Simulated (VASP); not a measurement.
# Si2W (I4/mmm) in VASP: notebook

Runs on Si2W. Level: PBE. Tasks: single point.

Everything below comes from runs of VASP 6.6.1. Logs are shortened: lines on timing, memory, paths and dates and some standing lists are left out, and cuts for length are marked.

## Step 1: The cell of the first run

Symmetry: I4/mmm, No. 139, tetragonal system. The conventional cell has a = 3.190 Å, b = 3.190 Å, c = 7.827 Å, α = 90.00°, β = 90.00°, γ = 90.00°. Within 3.4 Å of Si (site symmetry 4mm) lie 9 Si at 2.60 to 3.19 Å and 5 W at 2.61 Å. W (site symmetry 4/mmm) has 10 Si at 2.61 Å and 4 W at 3.19 Å within 3.4 Å.

## Step 2: Single point, PBE (13.28 Å³/atom)

INCAR reads:

```
ALGO = Normal
EDIFF = 1E-6
ENCUT = 520
GGA = PE
ISIF = 2
ISMEAR = -1
ISYM = 0
LASPH = True
LCHARG = False
LREAL = False
LWAVE = False
NBANDS = 18
NELM = 60
PREC = Accurate
SIGMA = 0.05
```

KPOINTS reads:

```
k-points
0
Gamma
  11 11 14
```

POSCAR reads:

```
Si2W
1.0
   -1.5952211517      1.5952211517      3.9135562502
    1.5952211517     -1.5952211517      3.9135562502
    1.5952211517      1.5952211517     -3.9135562502
Si W
2 1
Direct
    0.3330000000      0.3330000000      0.0000000000
    0.6670000000      0.6670000000      0.0000000000
    0.0000000000      0.0000000000      0.0000000000
```

Potentials or basis: VASP PAW PBE potentials, release 64 (Si, W_sv).

Run with:

```
> cat potpaw_PBE.64/Si/POTCAR potpaw_PBE.64/W_sv/POTCAR > POTCAR
> mpirun -np 1 vasp_std > vasp.out
```

OUTCAR:

```text
EDIFF = 1E-6
   ENCUT = 520
   GGA = PE
   ISIF = 2
   ISMEAR = -1
   ISYM = 0
   LASPH = True
   LREAL = False
   NELM = 60
   PREC = Accurate

 ion  position               nearest neighbor table
   1  0.333  0.333  0.000-   2 2.60   2 2.60   2 2.60   2 2.60   3 2.61   3 2.61   3 2.61   3 2.61
                             3 2.61   2 2.61
   2  0.667  0.667  0.000-   1 2.60   1 2.60   1 2.60   1 2.60   3 2.61   3 2.61   3 2.61   3 2.61
                             3 2.61   1 2.61
   3  0.000  0.000  0.000-   1 2.61   2 2.61   2 2.61   1 2.61   2 2.61   2 2.61   2 2.61   1 2.61
                             1 2.61   1 2.61

IMPORTANT INFORMATION: All symmetrisations will be switched off!
NOSYMM: (Re-)initialisation of all symmetry stuff for point group C_1.

----------------------------------------------------------------------------------------

                                     Primitive cell

  volume of cell :      39.8358

  direct lattice vectors                    reciprocal lattice vectors
    -1.595221152  1.595221152  3.913556250     0.000000000  0.313436165  0.127761036
     1.595221152 -1.595221152  3.913556250     0.313436165  0.000000000  0.127761036
     1.595221152  1.595221152 -3.913556250     0.313436165  0.313436165  0.000000000

  length of vectors
     4.517231848  4.517231848  4.517231848     0.338474684  0.338474684  0.443265675

  position of ions in fractional coordinates (direct lattice)
     0.333000000  0.333000000  0.000000000
     0.667000000  0.667000000  0.000000000
     0.000000000  0.000000000  0.000000000

  ion indices of the primitive-cell ions
   primitive index   ion index
                 1           1
                 2           2
                 3           3

----------------------------------------------------------------------------------------

 KPOINTS: k-points

Automatic generation of k-mesh.
 Grid dimensions read from file:
 generate k-points for:   11   11   14

 Generating k-lattice:

  Cartesian coordinates                     Fractional coordinates (reciprocal lattice)
     0.000000000  0.028494197  0.011614640     0.090909091  0.000000000  0.000000000
     0.028494197  0.000000000  0.011614640     0.000000000  0.090909091  0.000000000
     0.022388297  0.022388297  0.000000000     0.000000000  0.000000000  0.071428571

  Length of vectors
     0.030770426  0.030770426  0.031661834

  Shift w.r.t. Gamma in fractional coordinates (k-lattice)
     0.000000000  0.000000000  0.000000000

 -----------------------------------------------------------------------------
|                                                                             |
|           W    W    AA    RRRRR   N    N  II  N    N   GGGG   !!!           |
|           W    W   A  A   R    R  NN   N  II  NN   N  G    G  !!!           |
|           W    W  A    A  R    R  N N  N  II  N N  N  G       !!!           |
|           W WW W  AAAAAA  RRRRR   N  N N  II  N  N N  G  GGG   !            |
|           WW  WW  A    A  R   R   N   NN  II  N   NN  G    G                |
|           W    W  A    A  R    R  N    N  II  N    N   GGGG   !!!           |
|                                                                             |
|     Your reciprocal lattice and k-lattice belong to different lattice       |
|     classes:                                                                |
|                                                                             |
|        The reciprocal lattice is body-centered tetragonal,                  |
|        whereas your k-lattice is base-centered monoclinic.                  |
|                                                                             |
|     Results are often still useful ...                                      |
|                                                                             |
 -----------------------------------------------------------------------------

 WARNING: IBZKPT: internal override: KBLOWUP is changed to .FALSE.
      ... skipping the blow-up phase ...

 Subroutine IBZKPT returns following result:
 ===========================================

 Found    848 irreducible k-points:

 Following reciprocal coordinates:
            Coordinates               Weight
  0.000000  0.000000  0.000000      1.000000
  0.090909 -0.000000  0.000000      2.000000
  0.181818 -0.000000  0.000000      2.000000
  0.272727  0.000000 -0.000000      2.000000
  0.363636 -0.000000  0.000000      2.000000
  0.454545 -0.000000 -0.000000      2.000000
[... 16 lines left out ...]
  0.454545  0.181818  0.000000      2.000000
 -0.454545  0.181818  0.000000      2.000000
 [... further k-points ...]
   k-points           NKPTS =    848   k-points in BZ     NKDIM =    848   number of bands    NBANDS=     18
   number of dos      NEDOS =    301   number of ions     NIONS =      3
   total plane-waves  NPLWV =  46656
   dimension x,y,z NGX =    36 NGY =   36 NGZ =   36
   dimension x,y,z NGXF=    72 NGYF=   72 NGZF=   72
   ions per type =               2   1
   NGX,Y,Z   is equivalent  to a cutoff of  13.25, 13.25, 13.25 a.u.
   NGXF,Y,Z  is equivalent  to a cutoff of  26.50, 26.50, 26.50 a.u.
 SYSTEM =  unknown system
   PREC   = accura    normal or accurate (medium, high low for compatibility)
   ISTART =      0    job   : 0-new  1-cont  2-samecut
   ICHARG =      2    charge: 1-file 2-atom 10-const
   ISPIN  =      1    spin polarized calculation?
   LNONCOLLINEAR =      F non collinear calculations
   LSORBIT =      F    spin-orbit coupling
   LASPH  =      T    aspherical Exc in radial PAW
   ENCUT  =  520.0 eV  38.22 Ry    6.18 a.u.   8.40  8.40  8.40*2*pi/ulx,y,z
   NELM   =     60;   NELMIN=  2; NELMDL= -5     # of ELM steps
   EDIFF  = 0.1E-05   stopping-criterion for ELM
   LREAL  =      F    real-space projection
   EDIFFG = 0.1E-04   stopping-criterion for IOM
   NSW    =      0    number of steps for IOM
   IBRION =     -1    ionic relax: 0-MD 1-quasi-New 2-CG
   NFREE  =      0    steps in history (QN), initial steepest desc. (CG)
   ISIF   =      2    stress and relaxation
   ISYM   =      0    0-nonsym 1-usesym 2-fastsym
   POTIM  = 0.5000    time-step for ionic-motion
   TEBEG  =    0.0;   TEEND  =   0.0 temperature during run
   PSTRESS=    0.0 pullay stress
   NELECT =      22.0000    total number of electrons
   NUPDOWN=      -1.0000    fix difference up-down
   EMIN   =  10.00;   EMAX   =-10.00  energy-range for DOS
   EFERMI =   0.00;   METHOD = LEGACY
   ISMEAR =    -1;   SIGMA  =   0.05  broadening in eV -4-tet -1-fermi 0-gaus
   EFERMI_NEDOS =   21; number of points for ismear=-14 and -15
   IALGO  =     38    algorithm
   IMIX   =      4    mixing-type and parameters
     AMIX     =   0.40;   BMIX     =  1.00
     AMIX_MAG =   1.60;   BMIX_MAG =  1.00
  volume/ion in A,a.u.               =      13.28        89.61
  Fermi-wavevector in a.u.,A,eV,Ry     =   1.343150  2.538186 24.545626  1.804053
  Thomas-Fermi vector in A             =   2.471247
   LORBIT       =      0    0 simple, 1 ext, 2 COOP (PROOUT), +10 PAW based schemes
   GGA     = PE    functional components
   LHFCALC =     F    Hartree Fock is set to
   AEXX    =    0.0000 exact exchange contribution
   IVDW    =     0    specifies the selected vdW correction
   LEPSILON=     F    determine dielectric tensor
   LRPA    =     F    only Hartree local field effects (RPA)
 non-spin polarized calculation
  energy-cutoff  :      520.00
  volume of cell :       39.84
 maximum number of plane-waves:      1104
 NGX is ok and might be reduce to    36
   NGX = 17   NGY = 17   NGZ = 17

 number of electron      21.9999999 magnetization

 Free energy of the ion-electron system (eV)
  ---------------------------------------------------
  ext. energy  EPLUGINS =         0.00000000
  ---------------------------------------------------
  free energy    TOTEN  =       -24.78850326 eV

  energy without entropy =      -24.78645296  energy(sigma->0) =      -24.78747811

 E-fermi :  12.2195     XC(G=0): -12.6020

 val. band max:       12.2157720727   @ k =  -0.2727   0.3636   0.4286
 cond. band min:      12.2289003217   @ k =   0.4545  -0.3636   0.3571
 fundamental gap:      0.0131282490
 Fermi energy:        12.2194635549

 k-point     1 :       0.0000    0.0000    0.0000
  band No.  band energies     occupation
      1     -61.6388      2.00000
      2     -25.9272      2.00000
      3     -25.8753      2.00000
      4     -25.8752      2.00000
      5      -2.0420      2.00000
      6       5.2532      2.00000
[... 10 lines left out ...]
     17      17.8937      0.00000
     18      17.8940      0.00000

 k-point     2 :       0.0909   -0.0000    0.0000
  band No.  band energies     occupation
      1     -61.6381      2.00000
      2     -25.9258      2.00000
      3     -25.8942      2.00000
      4     -25.8735      2.00000
      5      -1.8821      2.00000
      6       5.2685      2.00000
[... 10 lines left out ...]
     17      17.9366      0.00000
     18      18.4504      0.00000

 k-point     3 :       0.1818   -0.0000    0.0000
  band No.  band energies     occupation
      1     -61.6363      2.00000
      2     -25.9448      2.00000
      3     -25.9218      2.00000
      4     -25.8689      2.00000
      5      -1.4123      2.00000
      6       5.2311      2.00000
[... 10 lines left out ...]
     17      18.4938      0.00000
     18      19.6905      0.00000

 k-point     4 :       0.2727    0.0000   -0.0000
  band No.  band energies     occupation
      1     -61.6340      2.00000
      2     -26.0103      2.00000
      3     -25.9167      2.00000
      4     -25.8629      2.00000
      5      -0.6608      2.00000
      6       4.8310      2.00000
[... 375 lines left out ...]
      4     -25.9067      2.00000
      5       1.0922      2.00000
      6       3.7849      2.00000
[... 10 lines left out ...]
     17      19.4141      0.00000
     18      20.8299      0.00000

 k-point    23 :       0.4545    0.1818    0.0000
  band No.  band energies     occupation
      1     -61.6281      2.00000
      2     -26.0952      2.00000
      3     -25.9200      2.00000
      4     -25.9026      2.00000
      5       2.1848      2.00000
      6       2.7555      2.00000
[... 10 lines left out ...]
     17      19.6061      0.00000
     18      21.1972      0.00000

 k-point    24 :      -0.4545    0.1818    0.0000
  band No.  band energies     occupation
      1     -61.6281      2.00000
      2     -26.0951      2.00000
      3     -25.9199      2.00000
      4     -25.9015      2.00000
      5       1.5958      2.00000
      6       3.3486      2.00000
[... 10 lines left out ...]
     17      19.4510      0.00000
     18      20.7421      0.00000

 [... further k-points ...]

------------------------ aborting loop because EDIFF is reached ----------------------------------------

  FORCE on cell =-STRESS in cart. coord.  units (eV):
  Direction    XX          YY          ZZ          XY          YZ          ZX
  --------------------------------------------------------------------------------------
  -------------------------------------------------------------------------------------
  Total        1.8082225      1.8082207      1.2918138      0.0119279      0.0008185      0.0008193
  in kB       72.7258946     72.7258220     51.9561710      0.4797366      0.0329206      0.0329512
  external PRESSURE =      65.8026292 kB  Pullay stress =       0.0000000 kB

 VOLUME and BASIS-vectors are now :
 -----------------------------------------------------------------------------
  energy-cutoff  :      520.00
  volume of cell :       39.84
      direct lattice vectors                 reciprocal lattice vectors
    -1.595221152  1.595221152  3.913556250     0.000000000  0.313436165  0.127761036
     1.595221152 -1.595221152  3.913556250     0.313436165  0.000000000  0.127761036
     1.595221152  1.595221152 -3.913556250     0.313436165  0.313436165  0.000000000

 POSITION                                       TOTAL-FORCE (eV/Angst)
 -----------------------------------------------------------------------------------
      0.00000      0.00000      2.60643        -0.000518     -0.000518      0.167792
      0.00000      0.00000      5.22068         0.000518      0.000518     -0.167792
      0.00000      0.00000      0.00000         0.000000     -0.000000     -0.000000
 -----------------------------------------------------------------------------------
    total drift:                               -0.000000     -0.000000     -0.000001

  FREE ENERGIE OF THE ION-ELECTRON SYSTEM (eV)
  ---------------------------------------------------
  free  energy   TOTEN  =       -24.7885032633 eV

  energy  without entropy=      -24.7864529588  energy(sigma->0) =      -24.78747811
```

Wall time 7.2 min (1 thread of AMD EPYC 9R45 (Zen 5), shared host); peak memory 0.64 GiB.

What came out:

```
Free energy            : -24.7885 eV
Pressure               : 6.6 GPa
Largest force          : 0.168 eV/Å
Band gap on the k mesh : zero (bands 11 and 12 overlap by 1.28 eV)
```

Forces in eV/Å, atoms in the order of the input:
```
Si  -0.001 -0.001  0.168
Si   0.001  0.001 -0.168
W    0.000  0.000  0.000
```

Levels at points of the mesh, in eV from the Fermi level:
```
           k point  band 7  band 8  band 9  band 10  band 11  band 12  band 13  band 14  band 15  band 16
(0.00, 0.00, 0.00)   -3.85   -3.40   -2.93    -2.93     0.67     2.78     2.78     3.22     3.22     4.63
(0.00, 0.00, 0.50)   -6.15   -5.58   -5.14    -3.38    -1.73     2.68     3.06     3.21     3.80     4.32
```

Caveat: the cell stands under pressure; spin-orbit coupling is left out, which moves the levels of the heavy elements.

## Step 3: Single point, PBE (13.69 Å³/atom)

This run uses another cell than the first one, of 13.69 Å³/atom.

INCAR reads:

```
PREC = Accurate
ENCUT = 520
EDIFF = 1E-6
ISMEAR = -1
SIGMA = 0.05
LREAL = F
LASPH = T
NELM = 60
ALGO = Normal
ISIF = 2
LWAVE = F
LCHARG = F
GGA = PE
NBANDS = 18
ISYM = 0
```

KPOINTS reads:

```
regular mesh
0
Gamma
  11 11 14
```

POSCAR reads:

```
Si2W
1.0
   -1.6113355874      1.6113355874      3.9530897972
    1.6113355874     -1.6113355874      3.9530897972
    1.6113355874      1.6113355874     -3.9530897972
Si W
2 1
Direct
    0.3330000000      0.3330000000      0.0000000000
    0.6670000000      0.6670000000      0.0000000000
    0.0000000000      0.0000000000      0.0000000000
```

Potentials or basis: VASP PAW PBE potentials, release 64 (Si, W_sv).

Run with:

```
> cat potpaw_PBE.64/Si/POTCAR potpaw_PBE.64/W_sv/POTCAR > POTCAR
> mpirun -np 1 vasp_std > vasp.out
```

Run time: 7.8 min. Hardware: 1 thread of AMD EPYC 9R45 (Zen 5), shared host; peak memory 0.65 GiB.

Results (log left out):

- Free energy: -24.8115 eV
- Pressure: -0.5 GPa
- Largest force: 0.231 eV/Å
- Band gap on the k mesh: zero (bands 11 and 12 overlap by 1.23 eV)

Forces in eV/Å, atoms in the order of the input:
```
Si  -0.001 -0.001  0.231
Si   0.001  0.001 -0.231
W    0.000  0.000  0.000
```

Stress tensor (GPa, compression positive):
```
 0.44  0.05  0.00
 0.05  0.44  0.00
 0.00  0.00 -2.38
```

Levels at points of the mesh, in eV from the Fermi level:
```
           k point  band 7  band 8  band 9  band 10  band 11  band 12  band 13  band 14  band 15  band 16
(0.00, 0.00, 0.00)   -3.88   -3.25   -2.84    -2.84     0.65     2.59     2.90     3.14     3.14     4.46
(0.00, 0.00, 0.50)   -6.00   -5.58   -5.02    -3.25    -1.71     2.57     2.93     3.06     3.70     4.30
```

Caveat: spin-orbit coupling is left out, which moves the levels of the heavy elements.

(Part 1 of 2 ends here.)

The gap in the log of VASP goes by the Fermi energy; the results here count the filled bands.